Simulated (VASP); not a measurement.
# MnO (I4/mmm) in VASP: single point with PBEsol

Aim: the single point of MnO with PBEsol.

All numbers are computed with VASP 6.6.1; they aren't measurements. Logs are shortened: lines on timing, memory, paths and dates and some standing lists are left out, and cuts for length are marked.

### Step 1. The cell of the first run

It takes space group I4/mmm (No. 139, tetragonal). Conventional cell: a = 3.183 Å, b = 3.183 Å, c = 4.151 Å, α = 90.00°, β = 90.00°, γ = 90.00°. Mn (site symmetry 4/mmm) has 6 O at 2.08 to 2.25 Å within 2.7 Å. O (site symmetry 4/mmm) has 6 Mn at 2.08 to 2.25 Å within 2.7 Å.

### Step 2. Single point, PBEsol, collinear spin, ferromagnetic start

INCAR reads:

```
ALGO = Normal
EDIFF = 1E-7
ENCUT = 520
GGA = PS
ISIF = 2
ISMEAR = 0
ISPIN = 2
ISYM = 0
LASPH = True
LCHARG = False
LMAXMIX = 4
LORBIT = 11
LREAL = False
LWAVE = False
MAGMOM = 4.2 0.23
NBANDS = 20
NELM = 150
PREC = Accurate
SIGMA = 0.1
```

KPOINTS reads:

```
k-points
0
Gamma
  11 11 16
```

POSCAR reads:

```
MnO
1.0
    3.1830776016     -0.0000000007     -0.0000652452
   -0.0000000007      3.1830776016     -0.0000652452
    1.5914962527      1.5914962527      2.0754568924
Mn O
1 1
Direct
    0.0000000000      0.0000000000      0.0000000000
    0.5000000000      0.5000000000      0.0000000000
```

Potentials or basis: VASP PAW PBE potentials, release 64 (Mn_pv, O).

Command:

```sh
> cat potpaw_PBE.64/Mn_pv/POTCAR potpaw_PBE.64/O/POTCAR > POTCAR
> mpirun -np 1 vasp_std > vasp.out
```

OUTCAR:

```text
EDIFF = 1E-7
   ENCUT = 520
   GGA = PS
   ISIF = 2
   ISMEAR = 0
   ISPIN = 2
   ISYM = 0
   LASPH = True
   LORBIT = 11
   LREAL = False
   NELM = 150
   PREC = Accurate

 ion  position               nearest neighbor table
   1  0.000  0.000  0.000-   2 2.08   2 2.08   2 2.25   2 2.25   2 2.25   2 2.25
   2  0.500  0.500  0.000-   1 2.08   1 2.08   1 2.25   1 2.25   1 2.25   1 2.25

IMPORTANT INFORMATION: All symmetrisations will be switched off!
NOSYMM: (Re-)initialisation of all symmetry stuff for point group C_1.

----------------------------------------------------------------------------------------

                                     Primitive cell

  volume of cell :      21.0292

  direct lattice vectors                    reciprocal lattice vectors
     3.183077602 -0.000000001 -0.000065245     0.314156426 -0.000004938 -0.240896796
    -0.000000001  3.183077602 -0.000065245    -0.000004938  0.314156426 -0.240896796
     1.591496253  1.591496253  2.075456892     0.000009876  0.000009876  0.481806473

  length of vectors
     3.183077602  3.183077602  3.061575078     0.395885749  0.395885749  0.481806473

  position of ions in fractional coordinates (direct lattice)
     0.000000000  0.000000000  0.000000000
     0.500000000  0.500000000  1.000000000

  ion indices of the primitive-cell ions
   primitive index   ion index
                 1           1
                 2           2

----------------------------------------------------------------------------------------

 KPOINTS: k-points

Automatic generation of k-mesh.
 Grid dimensions read from file:
 generate k-points for:   11   11   16

 Generating k-lattice:

  Cartesian coordinates                     Fractional coordinates (reciprocal lattice)
     0.028559675 -0.000000449 -0.021899709     0.090909091 -0.000000000 -0.000000000
    -0.000000449  0.028559675 -0.021899709    -0.000000000  0.090909091 -0.000000000
     0.000000617  0.000000617  0.030112905    -0.000000000 -0.000000000  0.062500000

  Length of vectors
     0.035989614  0.035989614  0.030112905

  Shift w.r.t. Gamma in fractional coordinates (k-lattice)
     0.000000000  0.000000000  0.000000000

 Subroutine IBZKPT returns following result:
 ===========================================

 Found    969 irreducible k-points:

 Following reciprocal coordinates:
[... 61 lines left out ...]
   IALGO  =     38    algorithm
   IMIX   =      4    mixing-type and parameters
     AMIX     =   0.40;   BMIX     =  1.00
     AMIX_MAG =   1.60;   BMIX_MAG =  1.00
  volume/ion in A,a.u.               =      10.51        70.96
  Fermi-wavevector in a.u.,A,eV,Ry     =   1.582652  2.990779 34.079700  2.504787
  Thomas-Fermi vector in A             =   2.682542
   LORBIT       =     11    0 simple, 1 ext, 2 COOP (PROOUT), +10 PAW based schemes
   GGA     = PS    functional components
   LHFCALC =     F    Hartree Fock is set to
   AEXX    =    0.0000 exact exchange contribution
   IVDW    =     0    specifies the selected vdW correction
   LEPSILON=     F    determine dielectric tensor
   LRPA    =     F    only Hartree local field effects (RPA)
 spin polarized calculation
 Gauss-broadening in eV      SIGMA  =   0.10
  energy-cutoff  :      520.00
  volume of cell :       21.03
 maximum number of plane-waves:       588
   NGX = 11   NGY = 11   NGZ = 11

 number of electron      19.0000011 magnetization       4.5869689

 Free energy of the ion-electron system (eV)
  ---------------------------------------------------
  ext. energy  EPLUGINS =         0.00000000
  ---------------------------------------------------
  free energy    TOTEN  =       -17.24096776 eV

  energy without entropy =      -17.23692085  energy(sigma->0) =      -17.23894431

 E-fermi :   7.9880     XC(G=0): -12.3551

 val. band max:        7.9812623526   @ k =  -0.0909  -0.3636  -0.3750
 cond. band min:       7.9880399639   @ k =  -0.2727  -0.4545  -0.1250
 fundamental gap:      0.0067776113
 Fermi energy:         7.9879810685

 spin component 1

 k-point     1 :       0.0000    0.0000    0.0000
  band No.  band energies     occupation
      1     -42.2279      1.00000
      2     -42.2093      1.00000
      3     -42.2066      1.00000
      4     -12.7305      1.00000
      5       3.7875      1.00000
      6       3.9607      1.00000
[... 541 lines left out ...]
     19      30.3415      0.00000
     20      31.8176      0.00000

 [... further k-points ...]

 spin component 2

 k-point     1 :       0.0000    0.0000    0.0000
  band No.  band energies     occupation
      1     -37.8500      1.00000
      2     -37.7271      1.00000
      3     -37.7252      1.00000
      4     -12.2655      1.00000
      5       4.1402      1.00000
      6       4.4131      1.00000
[... 541 lines left out ...]
     19      31.7024      0.00000
     20      32.8398      0.00000

 [... further k-points ...]

------------------------ aborting loop because EDIFF is reached ----------------------------------------

  FORCE on cell =-STRESS in cart. coord.  units (eV):
  Direction    XX          YY          ZZ          XY          YZ          ZX
  --------------------------------------------------------------------------------------
  -------------------------------------------------------------------------------------
  Total       -0.4039776     -0.4039770      0.0881434     -0.0083172     -0.0000515     -0.0000510
  in kB      -30.7784013    -30.7783571      6.7155012     -0.6336726     -0.0039209     -0.0038887
  external PRESSURE =     -18.2804190 kB  Pullay stress =       0.0000000 kB

 VOLUME and BASIS-vectors are now :
 -----------------------------------------------------------------------------
  energy-cutoff  :      520.00
  volume of cell :       21.03
      direct lattice vectors                 reciprocal lattice vectors
     3.183077602 -0.000000001 -0.000065245     0.314156426 -0.000004938 -0.240896796
    -0.000000001  3.183077602 -0.000065245    -0.000004938  0.314156426 -0.240896796
     1.591496253  1.591496253  2.075456892     0.000009876  0.000009876  0.481806473

 POSITION                                       TOTAL-FORCE (eV/Angst)
 -----------------------------------------------------------------------------------
      0.00000      0.00000      0.00000        -0.000000      0.000000     -0.000000
      1.59154      1.59154     -0.00007         0.000000     -0.000000      0.000000
 -----------------------------------------------------------------------------------
    total drift:                                0.000000     -0.000000      0.000000

  FREE ENERGIE OF THE ION-ELECTRON SYSTEM (eV)
  ---------------------------------------------------
  free  energy   TOTEN  =       -17.2409677605 eV

  energy  without entropy=      -17.2369208532  energy(sigma->0) =      -17.23894431

 total charge

# of ion       s       p       d       tot
------------------------------------------
    1        0.217   6.199   5.009  11.425
    2        1.557   3.412   0.000   4.969
--------------------------------------------------
tot          1.774   9.611   5.009  16.394

 magnetization (x)

# of ion       s       p       d       tot
------------------------------------------
    1        0.034   0.025   4.112   4.172
    2        0.030   0.161   0.000   0.191
--------------------------------------------------
tot          0.064   0.187   4.112   4.363
```

It took 17 min on 1 thread of Oxide Virtual Turin-like, shared host; peak memory 0.61 GiB.

What came out:

* Free energy: -17.2410 eV
* Pressure: -1.8 GPa
* Net moment: 4.59 μB per cell
* Site moments: Mn +4.17; O +0.19 μB
* Valence electrons inside the program's atomic spheres: Mn 11.43; O 4.97

Stress tensor (GPa, compression positive):
```
-3.08 -0.06  0.00
-0.06 -3.08  0.00
 0.00  0.00  0.67
```

Levels at points of the mesh, in eV from the Fermi level:
Spin up:
```
           k point  band 8  band 9  band 10  band 11  band 12  band 13  band 14  band 15  band 16  band 17
(0.00, 0.00, 0.00)   -3.40   -3.40    -3.04    -2.87    -2.78    -0.22    13.97    16.52    16.61    16.62
(0.00, 0.00, 0.50)   -4.40   -2.23    -2.00    -2.00    -1.68     5.35     8.49     9.85    13.41    13.41
```
Spin down:
```
           k point  band 3  band 4  band 5  band 6  band 7  band 8  band 9  band 10  band 11  band 12
(0.00, 0.00, 0.00)  -45.71  -20.25   -3.85   -3.57   -3.57    0.25    0.32     0.32     0.80     1.07
(0.00, 0.00, 0.50)  -45.76  -19.16   -6.73   -4.83   -4.83   -1.26    1.94     2.13     2.25     2.25
```

Caveat: the PAW data sets were made with another functional, which shifts forces and pressure a little; a cell with one magnetic atom can't hold antiferromagnetic order, which such compounds often take; semilocal functionals often make such compounds metallic where correlation or magnetic order opens a gap, which also shifts bond lengths. With open d or f shells a metallic result of PBEsol can be an artefact of self-interaction; +U or a hybrid may open a gap.
